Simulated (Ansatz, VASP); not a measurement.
## GaP in VASP and in Ansatz

```
Ga P
1.0
     0.00000    2.92677    2.77445
     2.77445    0.00000    2.77445
     2.77445    2.92677    0.00000
Ga P
1 1
Direct
  0.00000 0.00000 0.00000
  0.75000 0.75000 0.75000
```

Alike in both runs: task single point; functional PBE; k mesh 10 × 10 × 10; occupations gaussian, width 0.05 eV; no spin polarisation.

|  | VASP | Ansatz |
| --- | --- | --- |
| version | VASP 6.6.1 | Ansatz 0.2.0 |
| potentials or method | VASP PAW PBE potentials, release 64 (Ga_d, P), cutoff 520 eV | scalar-relativistic, plane waves, PAW |
| valence electrons in the cell | 18 | 18 |

Ansatz gave:

```
gap on the k mesh at the Fermi level (eV)                     : 0.84
least direct gap on the mesh (eV)                             : 0.84
pressure (GPa)                                                : -4.9
traceless stress, the component that is largest in VASP (GPa) : -2.72
```

Question: Which values does VASP return?

Answer: gap on the k mesh at the Fermi level (eV): 0.84; least direct gap on the mesh (eV): 0.84; pressure (GPa): -5.0; traceless stress, the component that is largest in VASP (GPa): -2.72.
